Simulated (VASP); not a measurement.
Runs of VASP 6.6.1 on CdSe. The structure is that of space group Imm2 (No. 44), or close to it. The cells are those of the table. 

| cell | gap on the mesh (eV) | pressure (GPa) | largest force (eV/Å) |
| --- | --- | --- | --- |
| a = 4.307, b = 4.307, c = 3.986 Å, angles 62.4, 62.4, 64.8°, 2 atoms | 0.27 | 2.1 | 1.02 |
| a = 4.303, b = 4.303, c = 4.143 Å, angles 61.2, 61.2, 62.4°, 2 atoms | (b) | 0.8 | 0.48 |
| a = 4.314, b = 4.314, c = 3.828 Å, angles 63.7, 63.7, 67.2°, 2 atoms | 0.06 | 4.5 | 1.69 |
| a = 4.423, b = 4.314, c = 3.937 Å, angles 64.6, 61.8, 67.9°, 2 atoms | 0.19 | 1.4 | (c) |
| a = 4.411, b = 4.303, c = 4.252 Å, angles 62.1, 59.5, 63.2°, 2 atoms | (a) | -1.7 | 0.33 |
| a = 4.201, b = 4.307, c = 3.880 Å, angles 61.5, 64.3, 64.0°, 2 atoms | 0.20 | (d) | 1.37 |

Alike in all rows: task single point; level PBEsol; potentials or basis VASP PAW PBE potentials, release 64 (Cd, Se); no spin polarisation; k mesh 10 × 10 × 10; cutoff (eV) 520; smearing gaussian 0.05 eV.

Estimate the missing entries.

(a) 0.34; (b) 0.39; (c) 1.22; (d) 5.5.

Caveats: the PAW data sets were made with another functional, which shifts forces and pressure a little.

A k mesh can miss the band edges, and the runs leave out spin-orbit coupling on Cd, Se.
